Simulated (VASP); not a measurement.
Input of a VASP 6.6.1 run:

Contents of INCAR:

```
  PREC = Accurate
  ENCUT = 600
  EDIFF = 1E-6
  ISMEAR = -1
  SIGMA = 0.15
  LREAL = False
  LASPH = True
  NELM = 120
  ALGO = Normal
  ISIF = 2
  LWAVE = False
  LCHARG = False
  GGA = PE
  NBANDS = 30
  GGA_COMPAT = False
```

Contents of KPOINTS:

```
regular mesh
0
Gamma
  12 12 12
```

Contents of POSCAR:

```
Cu3Au
1.0
    3.7813743756      0.0000000000      0.0000000000
    0.0000000000      3.7813743756      0.0000000000
    0.0000000000      0.0000000000      3.7813743756
Cu Au
3 1
Direct
    0.0000000000      0.5000000000      0.5000000000
    0.5000000000      0.0000000000      0.5000000000
    0.5000000000      0.5000000000      0.0000000000
    0.0000000000      0.0000000000      0.0000000000
```

Potentials or basis: VASP PAW PBE potentials, release 64 (Cu, Au).

Command:

```bash
$ cat potpaw_PBE.64/Cu/POTCAR potpaw_PBE.64/Au/POTCAR > POTCAR
$ mpirun -np 1 vasp_std > vasp.out
```

(1) What does it give for the band gap on the k mesh?

(2) Predict the pressure.

Answers

(1) zero (band 22 reaches 9.22 eV, above the bottom of band 23 at 6.96 eV).

(2) 0.3 GPa.

Caveat: spin-orbit coupling is left out, which moves the levels of the heavy elements.
